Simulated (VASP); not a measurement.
Set up this calculation in VASP 6.6.1, as the native input.

- Task: single point
- Functional: PBE
- Potentials or basis: VASP PAW PBE potentials, release 64 (Zr_sv, N)
- Cutoff: 600 eV
- k mesh: 18 × 18 × 18
- Occupations: gaussian, width 0.15 eV
- Spin: collinear spin
- Starting moments: [0.9, 0.0] μB
- Fixed moment: 0.9 μB
- Dipole correction: no
- Further INCAR settings: ALGO = Normal; EDIFF = 1e-06; NBANDS = 20

The structure of ZrN lies in POSCAR:

```
ZrN
1.0
    0.0000000000      2.2975147126      2.2975147126
    2.2975147126      0.0000000000      2.2975147126
    2.2975147126      2.2975147126      0.0000000000
Zr N
1 1
Direct
    0.0000000000      0.0000000000      0.0000000000
    0.5000000000      0.5000000000      0.5000000000
```

One way to write it, as run:

INCAR

```
  PREC = Accurate
  ENCUT = 600
  EDIFF = 1E-6
  ISMEAR = 0
  SIGMA = 0.15
  LREAL = F
  LASPH = T
  NELM = 200
  ALGO = Normal
  ISIF = 2
  LWAVE = F
  LCHARG = T
  ISPIN = 2
  MAGMOM = 0.9 0
  LORBIT = 11
  NUPDOWN = 0.9
  LMAXMIX = 4
  GGA = PE
  LELF = T
  LVHAR = T
  NBANDS = 20
  GGA_COMPAT = F
```

KPOINTS

```
Automatic mesh
0
Gamma
  18 18 18
```

Potentials or basis: VASP PAW PBE potentials, release 64 (Zr_sv, N).

Command:

```bash
$ cat potpaw_PBE.64/Zr_sv/POTCAR potpaw_PBE.64/N/POTCAR > POTCAR
$ mpirun -np 1 vasp_std > vasp.out
```

Results of the run:

```
Pressure                                              : 5.2 GPa
Net moment                                            : 0.90 μB per cell
Site moments                                          : Zr +0.52; N +0.08 μB
Valence electrons inside the program's atomic spheres : Zr 9.87; N 3.71
```

Caveat: the cell stands under pressure; the total moment is fixed, so each spin has its own Fermi level and the state may be an excited one.

Run time: 5.4 min on 1 thread of Oxide Virtual Turin-like Processor, with other jobs on the host, peak memory 0.28 GiB.
